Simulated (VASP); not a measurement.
A run of VASP 6.6.1:

Contents of INCAR:

```
ALGO = Normal
EDIFF = 1E-6
ENCUT = 520
GGA = PE
ISIF = 2
ISMEAR = -1
LASPH = True
LCHARG = True
LELF = True
LREAL = False
LVHAR = True
LWAVE = False
NBANDS = 28
NELM = 100
PREC = Accurate
SIGMA = 0.05
```

Contents of KPOINTS:

```
k-points
0
Gamma
  11 11 3
```

POSCAR

```
Pd
1.0
    2.7625616691      0.0000000000      0.0000000000
   -1.3812808346      2.3924485850      0.0000000000
    0.0000000000      0.0000000000      9.1183940900
Pd
4
Direct
    0.6666666667      0.3333333333      0.7500000000
    0.0000000000      0.0000000000      0.5000000000
    0.3333333333      0.6666666667      0.2500000000
    0.0000000000      0.0000000000      0.0000000000
```

Potentials or basis: VASP PAW PBE potentials, release 64 (Pd).

Launch:

```bash
$ cat potpaw_PBE.64/Pd/POTCAR > POTCAR
$ mpirun -np 1 vasp_std > vasp.out
```

Hardware: 1 thread of Intel Xeon 8259CL (shared host).

Q: How long does it take, and how much memory?

A: It took 55 s on 1 thread of Intel Xeon 8259CL (shared host), peak memory 0.21 GiB. Counts: scf iterations 14, k points 32.
